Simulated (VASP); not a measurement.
Write the native input for VASP 6.6.1 that does the following.

| Item | Value |
| --- | --- |
| Task | single point |
| Functional | LDA |
| Potentials or basis | VASP PAW LDA potentials, release 64 (Zr_sv, B) |
| Cutoff | 520 eV |
| k mesh | 12 × 12 × 9 |
| Occupations | fermi-dirac, width 0.05 eV |
| Spin | no spin polarisation |
| Dipole correction | no |
| Further INCAR settings | ALGO = Normal; EDIFF = 1e-07; NBANDS = 16 |

The structure of ZrB2 lies in POSCAR:

```
ZrB2
1.0
    3.1649998255      0.0000000000      0.0000000000
   -1.5824999128      2.7409702519      0.0000000000
    0.0000000000      0.0000000000      3.4496000000
Zr B
1 2
Direct
    0.0000000000      0.0000000000      0.0000000000
    0.3333333333      0.6666666667      0.5000000000
    0.6666666667      0.3333333333      0.5000000000
```

This cell differs from its parent crystal: zz strain of -2 %.

One way to write it, as run:

INCAR

```
SYSTEM = ZrB2
PREC = Accurate ; ENCUT = 520
EDIFF = 1E-7 ; ISMEAR = -1
SIGMA = 0.05 ; LREAL = .FALSE.
LASPH = .TRUE. ; NELM = 60
ALGO = Normal ; ISIF = 2
LWAVE = .FALSE. ; LCHARG = .TRUE.
LELF = .TRUE. ; LVHAR = .TRUE.
NBANDS = 16
```

KPOINTS

```
Automatic mesh
0
G
  12 12 9
  0 0 0
```

Potentials or basis: VASP PAW LDA potentials, release 64 (Zr_sv, B).

Command:

```sh
$ cat potpaw_LDA.64/Zr_sv/POTCAR potpaw_LDA.64/B/POTCAR > POTCAR
$ mpirun -np 1 vasp_std > vasp.out
```

Results of the run:

- Pressure: -2.1 GPa
- Band gap on the k mesh: zero (band 9 reaches 11.36 eV, above the bottom of band 10 at 10.31 eV)

Caveat: the cell differs from its parent crystal (zz strain of -2 %).

Run time: 17 s on 1 thread of Intel(R) Xeon(R) Platinum 8559C (Emerald Rapids), on a shared host, peak memory 0.16 GiB.
